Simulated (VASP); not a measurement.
A run of VASP 6.6.1 is set up as follows.

INCAR

```
SYSTEM = C
PREC = Accurate ; ENCUT = 520
EDIFF = 1E-6 ; ISMEAR = 0
SIGMA = 0.05 ; LREAL = .FALSE.
LASPH = .TRUE. ; NELM = 100
ALGO = Normal ; ISIF = 2
LWAVE = .FALSE. ; LCHARG = .TRUE.
GGA = PE ; IVDW = 12
LELF = .TRUE. ; LVHAR = .TRUE.
NBANDS = 11
```

Contents of KPOINTS:

```
Automatic mesh
0
G
  15 15 15
  0 0 0
```

POSCAR

```
C
1.0
    1.2324984681      0.7115833223      3.3613878357
   -1.2324984681      0.7115833223      3.3613878357
    0.0000000000     -1.4231666447      3.3613878357
C
2
Direct
    0.1736221691      0.1736221691      0.1525424171
    0.8263778309      0.8263778309      0.8474575829
```

Potentials or basis: VASP PAW PBE potentials, release 64 (C).

Run with:

```sh
$ cat potpaw_PBE.64/C/POTCAR > POTCAR
$ mpirun -np 1 vasp_std > vasp.out
```

(1) Estimate the dispersion energy per atom.

(2) Predict the pressure.

## Answers

(1) -0.156 eV.

(2) 2.0 GPa.

Caveat: the cell differs from its parent crystal (atoms displaced along a vibrational mode); the stress differs along the axes, from -3 to 9 GPa.
